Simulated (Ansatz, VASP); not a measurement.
## B3MoP4 in VASP and in Ansatz

Contents of INCAR:

```
ALGO     = Normal         # electronic algorithm
EDIFF    = 1E-7           # SCF threshold, eV
EDIFFG   = -0.04          # ionic threshold
ENCUT    = 600            # plane-wave cutoff, eV
GGA      = PE             # functional
IBRION   = 2              # ionic algorithm
ISIF     = 3              # what is computed and relaxed
ISMEAR   = 0              # smearing method
LASPH    = T              # aspherical terms in the spheres
LCHARG   = F              # write CHGCAR
LREAL    = F              # projectors in reciprocal space
LWAVE    = F              # write WAVECAR
NELM     = 100            # most SCF steps
NSW      = 90             # ionic steps
PREC     = Accurate       # precision mode
SIGMA    = 0.1            # smearing width, eV
```

Contents of KPOINTS:

```
k-points
0
Gamma
  4 4 4
```

Contents of POSCAR:

```
B3MoP4
1.0
    5.0555147100      0.0000000000      0.0000000000
    0.0000000000      5.0555147100      0.0000000000
    0.0000000000      0.0000000000      5.0555147100
B Mo P
3 1 4
Direct
    0.5000000000      0.0000000000      0.0000000000
    0.0000000000      0.5000000000      0.0000000000
    0.0000000000      0.0000000000      0.5000000000
    0.5000000000      0.5000000000      0.5000000000
    0.2904462700      0.2904462700      0.2904462700
    0.7095537300      0.7095537300      0.2904462700
    0.7095537300      0.2904462700      0.7095537300
    0.2904462700      0.7095537300      0.7095537300
```

Input for Ansatz:

```yaml
crystal:
  lattice:
    - [5.05551471, 0.0, 0.0]
    - [0.0, 5.05551471, 0.0]
    - [0.0, 0.0, 5.05551471]
  atoms:
    - { symbol: B, position: [0.5, 0.0, 0.0] }
    - { symbol: B, position: [0.0, 0.5, 0.0] }
    - { symbol: B, position: [0.0, 0.0, 0.5] }
    - { symbol: Mo, position: [0.5, 0.5, 0.5] }
    - { symbol: P, position: [0.29044627, 0.29044627, 0.29044627] }
    - { symbol: P, position: [0.70955373, 0.70955373, 0.29044627] }
    - { symbol: P, position: [0.70955373, 0.29044627, 0.70955373] }
    - { symbol: P, position: [0.29044627, 0.70955373, 0.70955373] }
basis:
  ecutwfc: 420
kpoints:
  mp_grid: { grid: [4, 4, 4] }
hamiltonian:
  xc: pbe
scf:
  occupations: { method: gaussian, width: 0.1 }
  lower_state_search: "off"
output:
  forces: true
  stress: true
  eigenvalues: true
relax:
  adjacent_minimum: "off"
  f_tol: 0.04
  max_steps: 70
  cell: { stress_tol: 0.4 }
```

Alike in both runs: task relaxation of cell and atoms; functional PBE; k mesh 4 × 4 × 4; occupations gaussian, width 0.1 eV; no spin polarisation.

```csv
,VASP,Ansatz
version,VASP 6.6.1,Ansatz 0.2.0
potentials or method,"VASP PAW PBE potentials, release 64 (B, Mo_sv, P), cutoff 600 eV","scalar-relativistic, plane waves, PAW"
valence electrons in the cell,43,43
```

Ansatz gave:

* gap on the k mesh at the Fermi level, each at its own relaxed structure (eV): none
* relaxed volume (Å³/atom): 14.10
* relaxed length of the cell vector where the two differ most in proportion (Å): 4.832

Problem. Estimate VASP's values.

Solution. gap on the k mesh at the Fermi level, each at its own relaxed structure (eV): none; relaxed volume (Å³/atom): 14.07; relaxed length of the cell vector where the two differ most in proportion (Å): 4.829.

A gap of «none» marks a metal or a gap that the smearing closes.
